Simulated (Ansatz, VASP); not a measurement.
Two plane-wave programs on InSe

File INCAR:

```
SYSTEM = InSe
ALGO = Normal ; EDIFF = 1E-8
ENCUT = 520 ; GGA = PS
ISIF = 2 ; ISMEAR = -1
LASPH = .True. ; LCHARG = .False.
LEFG = .True. ; LREAL = .False.
LWAVE = .False. ; NBANDS = 27
NELM = 60 ; PREC = Accurate
SIGMA = 0.02
```

File KPOINTS:

```
k-points
0
Gamma
  7 7 6
  0 0 0
```

Contents of POSCAR:

```
InSe
1.0
    5.8473526766     -1.9963209732      0.0381290268
    5.8884526766      2.1136790268      0.0792290268
   -1.5561791321      0.0272424071      4.3076622494
In Se
2 2
Direct
    0.8840000000      0.8840000000      0.0050000000
    0.1160000000      0.1160000000      0.9950000000
    0.6600000000      0.6600000000      0.6420000000
    0.3400000000      0.3400000000      0.3580000000
```

Input for Ansatz:

```yaml
crystal:
  lattice:
    - [5.8473526766, -1.9963209732, 0.0381290268]
    - [5.8884526766, 2.1136790268, 0.0792290268]
    - [-1.5561791321, 0.0272424071, 4.3076622494]
  atoms:
    - { symbol: In, position: [0.884, 0.884, 0.005] }
    - { symbol: In, position: [0.116, 0.116, 0.995] }
    - { symbol: Se, position: [0.66, 0.66, 0.642] }
    - { symbol: Se, position: [0.34, 0.34, 0.358] }
kpoints:
  mp_grid: { grid: [7, 7, 6] }
scf:
  occupations: { method: fermi_dirac, width: 0.02 }
hamiltonian:
  xc: pbesol
  pseudopotentials: { kind: paw }
output:
  forces: true
  stress: true
  eigenvalues: true
  efg: { contact_densities: true }
```

Change from the starting cell: equal xy, yz and zx shear strains of +2 %, PAW files.

Alike in both runs: task electric field gradients; functional PBEsol; k mesh 7 × 7 × 6; occupations fermi-dirac, width 0.02 eV; no spin polarisation.

```csv
,VASP,Ansatz
version,VASP 6.6.1,Ansatz 0.2.0
potentials or method,"VASP PAW PBE potentials, release 64 (In_d, Se)","PAW with Ansatz's default frozen-core files, scalar-relativistic"
plane-wave cutoff (eV),520,420
valence electrons in the cell,38,58
```

```tsv
	VASP	Ansatz	Ansatz less VASP
gap on the k mesh at the Fermi level (eV)	0.80	0.80	+0.003
pressure (GPa)	-0.3	-0.3	-0.06
traceless stress, the component that is largest in VASP (GPa)	1.74	1.74	-0.002
rms of the force components (eV/Å)	0.306	0.308	+0.0022
size of Vzz on the site where it differs most (V/Å²)	69.5	72.1	+2.62
```

VASP's potentials were made for PBE, not for PBEsol. Atom by atom the forces differ by 0.009 eV/Å (rms over components). The functional is the same, so the differences come from potentials, cutoffs and numerics. VASP's potentials hold 38 valence electrons a cell and Ansatz's 58, so a difference there can come from the potentials and not from the codes.
